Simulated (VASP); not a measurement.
Write the native input for VASP 6.6.1 that does the following.

| Quantity | Value |
| --- | --- |
| Task | single point |
| Functional | PBE |
| Potentials or basis | VASP PAW PBE potentials, release 64 (Sc_sv, Al) |
| Cutoff | 520 eV |
| k mesh | 6 × 6 × 4 |
| Occupations | gaussian, width 0.1 eV |
| Spin | no spin polarisation |
| Dipole correction | no |
| Further INCAR settings | ALGO = Normal; EDIFF = 1e-07; NBANDS = 20 |

The structure of ScAl4 lies in POSCAR:

```
ScAl4
1.0
    4.6867354393     -2.0012779750     -0.0259989241
    4.6867354393      2.0012779750     -0.0259989241
   -4.6995097492      0.0000000000      4.7595340195
Sc Al
1 4
Direct
    0.0000000000      0.0000000000      0.5000000000
    0.8036282020      0.8036282020      0.9018629824
    0.4045394223      0.4045394223      0.7088521458
    0.5954605777      0.5954605777      0.2911478542
    0.1963717980      0.1963717980      0.0981370176
```

One way to write it, as run:

INCAR

```
  ALGO = Normal
  EDIFF = 1E-7
  ENCUT = 520
  GGA = PE
  ISIF = 2
  ISMEAR = 0
  LASPH = T
  LCHARG = T
  LELF = T
  LREAL = F
  LVHAR = T
  LWAVE = F
  NBANDS = 20
  NELM = 80
  PREC = Accurate
  SIGMA = 0.1
```

KPOINTS

```
k-points
0
Gamma
  6 6 4
```

Potentials or basis: VASP PAW PBE potentials, release 64 (Sc_sv, Al).

Run with:

```bash
$ cat potpaw_PBE.64/Sc_sv/POTCAR potpaw_PBE.64/Al/POTCAR > POTCAR
$ mpirun -np 1 vasp_std > vasp.out
```

It gave:

```
Pressure               : -0.1 GPa
Largest force          : 0.024 eV/Å
Band gap on the k mesh : zero (an odd number of electrons rules out a gap without spin polarisation)
```

Run time: 60 s on 1 thread of Intel(R) Xeon(R) 6975P-C (Granite Rapids), with other jobs on the host, peak memory 0.3 GiB.
